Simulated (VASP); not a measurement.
# Mg (I4/mmm) in VASP: further runs

Runs on Mg. Level: PBE. Tasks: single point.

Program: VASP 6.6.1. These are calculated values, not measurements. Logs are shortened: lines on timing, memory, paths and dates and some standing lists are left out, and cuts for length are marked.

## Step 1: The cell of the first run

Symmetry: I4/mmm, No. 139, tetragonal system. Conventional cell: a = 3.462 Å, b = 3.462 Å, c = 3.630 Å, α = 90.00°, β = 90.00°, γ = 90.00°. Within 4.0 Å of Mg (site symmetry 4/mmm) lie 14 Mg at 3.05 to 3.63 Å.

## Step 2: Single point, PBE (volume 21.751 Å^3 an atom, c/a of the conventional cell 1.0486)

File INCAR:

```
SYSTEM = Mg
  ALGO = Normal
  EDIFF = 1E-7
  ENCUT = 520
  GGA = PE
  ISIF = 2
  ISMEAR = 0
  LASPH = .TRUE.
  LCHARG = .FALSE.
  LREAL = .FALSE.
  LWAVE = .FALSE.
  NBANDS = 7
  NELM = 80
  PREC = Accurate
  SIGMA = 0.15
```

File KPOINTS:

```
k-points
0
G
  20 20 20
  0 0 0
```

File POSCAR:

```
Mg
1.0
   -1.7308912981      1.7308912981      1.8150126152
    1.7308912981     -1.7308912981      1.8150126152
    1.7308912981      1.7308912981     -1.8150126152
Mg
1
Direct
    0.0000000000      0.0000000000      0.0000000000
```

Potentials or basis: VASP PAW PBE potentials, release 64 (Mg).

Launch:

```bash
$ cat potpaw_PBE.64/Mg/POTCAR > POTCAR
$ mpirun -np 1 vasp_std > vasp.out
```

OUTCAR:

```text
SYSTEM = Mg
   EDIFF = 1E-7
   ENCUT = 520
   GGA = PE
   ISIF = 2
   ISMEAR = 0
   LASPH = .TRUE.
   LREAL = .FALSE.
   NELM = 80
   PREC = Accurate

 ion  position               nearest neighbor table
   1  0.000  0.000  0.000-

  LATTYP: Found a body centered tetragonal cell.
 ALAT       =     3.4617825962
 C/A-ratio  =     1.0486000000

  Lattice vectors:

 A1 = (  -1.7308912981,   1.7308912981,   1.8150126152)
 A2 = (   1.7308912981,  -1.7308912981,   1.8150126152)
 A3 = (   1.7308912981,   1.7308912981,  -1.8150126152)

Analysis of symmetry for initial positions (statically):
=====================================================================
 Subroutine PRICEL returns:
 Original cell was already a primitive cell.

 Routine SETGRP: Setting up the symmetry group for a
 body centered tetragonal supercell.

 Subroutine GETGRP returns: Found 16 space group operations
 (whereof 16 operations were pure point group operations)
 out of a pool of 16 trial point group operations.

The static configuration has the point symmetry D_4h.

Analysis of symmetry for dynamics (positions and initial velocities):
=====================================================================
 Subroutine PRICEL returns:
 Original cell was already a primitive cell.

 Routine SETGRP: Setting up the symmetry group for a
 body centered tetragonal supercell.

 Subroutine GETGRP returns: Found 16 space group operations
 (whereof 16 operations were pure point group operations)
 out of a pool of 16 trial point group operations.

The dynamic configuration has the point symmetry D_4h.

 Subroutine INISYM returns: Found 16 space group operations
 (whereof 16 operations are pure point group operations),
 and found     1 'primitive' translations

----------------------------------------------------------------------------------------

                                     Primitive cell

  volume of cell :      21.7510

  direct lattice vectors                    reciprocal lattice vectors
    -1.730891298  1.730891298  1.815012615     0.000000000  0.288868516  0.275480179
     1.730891298 -1.730891298  1.815012615     0.288868516  0.000000000  0.275480179
     1.730891298  1.730891298 -1.815012615     0.288868516  0.288868516  0.000000000

  length of vectors
     3.047333287  3.047333287  3.047333287     0.399167068  0.399167068  0.408521773

  position of ions in fractional coordinates (direct lattice)
     0.000000000  0.000000000  0.000000000

  ion indices of the primitive-cell ions
   primitive index   ion index
                 1           1

----------------------------------------------------------------------------------------

 KPOINTS: k-points

Automatic generation of k-mesh.
 Grid dimensions read from file:
 generate k-points for:   20   20   20

 Generating k-lattice:

  Cartesian coordinates                     Fractional coordinates (reciprocal lattice)
     0.000000000  0.014443426  0.013774009     0.050000000  0.000000000  0.000000000
     0.014443426  0.000000000  0.013774009     0.000000000  0.050000000  0.000000000
     0.014443426  0.014443426  0.000000000     0.000000000  0.000000000  0.050000000

  Length of vectors
     0.019958353  0.019958353  0.020426089

  Shift w.r.t. Gamma in fractional coordinates (k-lattice)
     0.000000000  0.000000000  0.000000000

 Subroutine IBZKPT returns following result:
 ===========================================

 Found    641 irreducible k-points:

 Following reciprocal coordinates:
            Coordinates               Weight
  0.000000  0.000000  0.000000      1.000000
  0.050000 -0.000000  0.000000      8.000000
  0.100000 -0.000000  0.000000      8.000000
  0.150000 -0.000000  0.000000      8.000000
  0.200000 -0.000000  0.000000      8.000000
  0.250000  0.000000  0.000000      8.000000
[... 16 lines left out ...]
 -0.400000  0.050000  0.000000     16.000000
 -0.350000  0.050000 -0.000000     16.000000
 [... further k-points ...]
   k-points           NKPTS =    641   k-points in BZ     NKDIM =    641   number of bands    NBANDS=      7
   number of dos      NEDOS =    301   number of ions     NIONS =      1
   total plane-waves  NPLWV =  13824
   dimension x,y,z NGX =    24 NGY =   24 NGZ =   24
   dimension x,y,z NGXF=    48 NGYF=   48 NGZF=   48
   ions per type =               1
   NGX,Y,Z   is equivalent  to a cutoff of  13.09, 13.09, 13.09 a.u.
   NGXF,Y,Z  is equivalent  to a cutoff of  26.19, 26.19, 26.19 a.u.
 SYSTEM =  Mg
   PREC   = accura    normal or accurate (medium, high low for compatibility)
   ISTART =      0    job   : 0-new  1-cont  2-samecut
   ICHARG =      2    charge: 1-file 2-atom 10-const
   ISPIN  =      1    spin polarized calculation?
   LNONCOLLINEAR =      F non collinear calculations
   LSORBIT =      F    spin-orbit coupling
   LASPH  =      T    aspherical Exc in radial PAW
   ENCUT  =  520.0 eV  38.22 Ry    6.18 a.u.   5.67  5.67  5.67*2*pi/ulx,y,z
   NELM   =     80;   NELMIN=  2; NELMDL= -5     # of ELM steps
   EDIFF  = 0.1E-06   stopping-criterion for ELM
   LREAL  =      F    real-space projection
   EDIFFG = 0.1E-05   stopping-criterion for IOM
   NSW    =      0    number of steps for IOM
   IBRION =     -1    ionic relax: 0-MD 1-quasi-New 2-CG
   NFREE  =      0    steps in history (QN), initial steepest desc. (CG)
   ISIF   =      2    stress and relaxation
   ISYM   =      2    0-nonsym 1-usesym 2-fastsym
   POTIM  = 0.5000    time-step for ionic-motion
   TEBEG  =    0.0;   TEEND  =   0.0 temperature during run
   PSTRESS=    0.0 pullay stress
   NELECT =       2.0000    total number of electrons
   NUPDOWN=      -1.0000    fix difference up-down
   EMIN   =  10.00;   EMAX   =-10.00  energy-range for DOS
   EFERMI =   0.00;   METHOD = LEGACY
   ISMEAR =     0;   SIGMA  =   0.15  broadening in eV -4-tet -1-fermi 0-gaus
   EFERMI_NEDOS =   21; number of points for ismear=-14 and -15
   IALGO  =     38    algorithm
   IMIX   =      4    mixing-type and parameters
     AMIX     =   0.40;   BMIX     =  1.00
     AMIX_MAG =   1.60;   BMIX_MAG =  1.00
  volume/ion in A,a.u.               =      21.75       146.78
  Fermi-wavevector in a.u.,A,eV,Ry     =   0.738910  1.396338  7.428625  0.545989
  Thomas-Fermi vector in A             =   1.832946
   LORBIT       =      0    0 simple, 1 ext, 2 COOP (PROOUT), +10 PAW based schemes
   GGA     = PE    functional components
   LHFCALC =     F    Hartree Fock is set to
   AEXX    =    0.0000 exact exchange contribution
   IVDW    =     0    specifies the selected vdW correction
   LEPSILON=     F    determine dielectric tensor
   LRPA    =     F    only Hartree local field effects (RPA)
 non-spin polarized calculation
 Gauss-broadening in eV      SIGMA  =   0.15
  energy-cutoff  :      520.00
  volume of cell :       21.75
 maximum number of plane-waves:       610
   NGX = 11   NGY = 11   NGZ = 11

 number of electron       2.0000000 magnetization

 Free energy of the ion-electron system (eV)
  ---------------------------------------------------
  ext. energy  EPLUGINS =         0.00000000
  ---------------------------------------------------
  free energy    TOTEN  =        -1.47408295 eV

  energy without entropy =       -1.46923937  energy(sigma->0) =       -1.47166116

 E-fermi :   2.9643     XC(G=0):  -8.6628

 val. band max:        2.9641296980   @ k =  -0.0500  -0.4500   0.0500
 cond. band min:       2.9667047200   @ k =   0.5000   0.1000   0.0000
 fundamental gap:      0.0025750220
 Fermi energy:         2.9642746649

 k-point     1 :       0.0000    0.0000    0.0000
  band No.  band energies     occupation
      1      -4.2426      2.00000
      2      16.0313      0.00000
      3      16.0313      0.00000
      4      16.9863      0.00000
      5      17.8699      0.00000
      6      18.4751      0.00000
      7      18.7284      0.00000

 k-point     2 :       0.0500   -0.0000    0.0000
  band No.  band energies     occupation
      1      -4.1824      2.00000
      2      15.2983      0.00000
      3      15.7587      0.00000
      4      16.6673      0.00000
      5      17.2874      0.00000
      6      18.1081      0.00000
      7      18.8141      0.00000

 k-point     3 :       0.1000   -0.0000    0.0000
  band No.  band energies     occupation
      1      -4.0022      2.00000
      2      13.6956      0.00000
      3      15.1795      0.00000
      4      16.0110      0.00000
      5      16.7722      0.00000
      6      17.5123      0.00000
      7      18.9363      0.00000

 k-point     4 :       0.1500   -0.0000    0.0000
  band No.  band energies     occupation
      1      -3.7026      2.00000
      2      11.9412      0.00000
      3      14.5401      0.00000
      4      15.3196      0.00000
      5      16.1815      0.00000
      6      17.0460      0.00000
      7      19.0322      0.00000

 k-point     5 :       0.2000   -0.0000    0.0000
  band No.  band energies     occupation
      1      -3.2849      2.00000
      2      10.2144      0.00000
      3      13.9293      0.00000
      4      14.6948      0.00000
      5      15.5824      0.00000
      6      16.6179      0.00000
      7      19.2413      0.00000
[... 161 lines left out ...]
 k-point    22 :      -0.4500    0.0500    0.0000
  band No.  band energies     occupation
      1       0.0635      2.00000
      2       3.4835      0.00000
      3      11.4664      0.00000
      4      12.8288      0.00000
      5      14.3821      0.00000
      6      15.7564      0.00000
      7      20.6313      0.00000

 k-point    23 :      -0.4000    0.0500    0.0000
  band No.  band energies     occupation
      1      -0.8557      2.00000
      2       4.8093      0.00000
      3      11.7178      0.00000
      4      12.9803      0.00000
      5      14.6225      0.00000
      6      15.8910      0.00000
      7      19.9814      0.00000

 k-point    24 :      -0.3500    0.0500   -0.0000
  band No.  band energies     occupation
      1      -1.6724      2.00000
      2       6.2376      0.00000
      3      12.0779      0.00000
      4      13.2241      0.00000
      5      14.9642      0.00000
      6      16.0970      0.00000
      7      19.4237      0.00000

 [... further k-points ...]

------------------------ aborting loop because EDIFF is reached ----------------------------------------

  FORCE on cell =-STRESS in cart. coord.  units (eV):
  Direction    XX          YY          ZZ          XY          YZ          ZX
  --------------------------------------------------------------------------------------
  -------------------------------------------------------------------------------------
  Total        0.2715966      0.2715966      0.2565623      0.0000000      0.0000000      0.0000000
  in kB       20.0057887     20.0057887     18.8983597      0.0000000      0.0000000      0.0000000
  external PRESSURE =      19.6366457 kB  Pullay stress =       0.0000000 kB

 VOLUME and BASIS-vectors are now :
 -----------------------------------------------------------------------------
  energy-cutoff  :      520.00
  volume of cell :       21.75
      direct lattice vectors                 reciprocal lattice vectors
    -1.730891298  1.730891298  1.815012615     0.000000000  0.288868516  0.275480179
     1.730891298 -1.730891298  1.815012615     0.288868516  0.000000000  0.275480179
     1.730891298  1.730891298 -1.815012615     0.288868516  0.288868516  0.000000000

 POSITION                                       TOTAL-FORCE (eV/Angst)
 -----------------------------------------------------------------------------------
      0.00000      0.00000      0.00000         0.000000     -0.000000     -0.000000
 -----------------------------------------------------------------------------------
    total drift:                                0.000000      0.000000      0.000000

  FREE ENERGIE OF THE ION-ELECTRON SYSTEM (eV)
  ---------------------------------------------------
  free  energy   TOTEN  =        -1.4740829549 eV

  energy  without entropy=       -1.4692393746  energy(sigma->0) =       -1.47166116
```

Run time: 25 s. Hardware: 1 thread of Intel Xeon 6975P-C (Granite Rapids), shared host; peak memory 0.22 GiB.

What came out:

```
Free energy            : -1.4741 eV
Pressure               : 2.0 GPa
Band gap on the k mesh : zero (band 1 reaches 6.22 eV, above the bottom of band 2 at 1.93 eV)
```

## Step 3: Single point, PBE (volume 22.364 Å^3 an atom, c/a of the conventional cell 0.9869)

File INCAR:

```
SYSTEM = Mg
PREC = Accurate
ENCUT = 520
EDIFF = 1E-6
ISMEAR = 0
SIGMA = 0.15
LREAL = .FALSE.
LASPH = .TRUE.
NELM = 60
ALGO = Normal
ISIF = 2
LWAVE = .FALSE.
LCHARG = .FALSE.
GGA = PE
NBANDS = 7
```

File KPOINTS:

```
regular mesh
0
G
  20 20 20
  0 0 0
```

File POSCAR:

```
Mg
1.0
   -1.7826747553      1.7826747553      1.7593217160
    1.7826747553     -1.7826747553      1.7593217160
    1.7826747553      1.7826747553     -1.7593217160
Mg
1
Direct
    0.0000000000      0.0000000000      0.0000000000
```

Potentials or basis: VASP PAW PBE potentials, release 64 (Mg).

Launch:

```bash
$ cat potpaw_PBE.64/Mg/POTCAR > POTCAR
$ mpirun -np 1 vasp_std > vasp.out
```

Wall time 23 s (1 thread of Intel Xeon 6975P-C (Granite Rapids), shared host); peak memory 0.21 GiB.

The run converged. Its results:

```yaml
Free_energy: -1.4798 eV
Pressure: 0.8 GPa
Band_gap_on_the_k_mesh: zero (band 1 reaches 6.62 eV, above the bottom of band 2 at 1.82 eV)
```

Levels at points of the mesh, in eV from the Fermi level:
```tsv
k point	band 1	band 2	band 3	band 4	band 5	band 6
(0.00, 0.00, 0.00)	-7.09	12.99	13.25	13.25	15.06	15.36
(0.50, 0.00, 0.00)	-1.54	-0.91	8.61	9.43	10.26	11.65
(0.50, 0.50, 0.00)	-1.60	-1.00	8.85	9.65	10.51	11.75
(0.50, 0.50, 0.50)	3.80	3.80	3.92	4.04	4.11	7.76
```

[end of part 1 of 2]
